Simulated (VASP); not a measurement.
Here is a VASP 6.6.1 calculation.

INCAR

```
SYSTEM = MoS2
PREC = Accurate ; ENCUT = 500
EDIFF = 1E-6 ; ISMEAR = 0
SIGMA = 0.05 ; LREAL = .FALSE.
LASPH = .TRUE. ; NELM = 120
ALGO = Normal ; ISIF = 2
LWAVE = .FALSE. ; LCHARG = .FALSE.
GGA = PE ; IVDW = 12
NBANDS = 20 ; GGA_COMPAT = .FALSE.
```

KPOINTS

```
Automatic mesh
0
G
  12 12 4
  0 0 0
```

The input POSCAR:

```
MoS2
1.0
    3.0696848962      0.0000000000      0.0000000000
   -1.5348424481      2.6584251017      0.0000000000
    0.0000000000      0.0000000000      6.9945840045
Mo S
1 2
Direct
    0.0000000000      0.0000000000      0.0000000000
    0.3333333333      0.6666666667      0.2483301274
    0.3333333333      0.6666666667      0.7516698726
```

Potentials or basis: VASP PAW PBE potentials, release 64 (Mo_sv, S).

The run is started by

```sh
$ cat potpaw_PBE.64/Mo_sv/POTCAR potpaw_PBE.64/S/POTCAR > POTCAR
$ mpirun -np 1 vasp_std > vasp.out
```

(1) Predict the pressure.

(2) Estimate the dispersion energy per atom.

Answers

(1) -7.5 GPa.

(2) -0.398 eV.
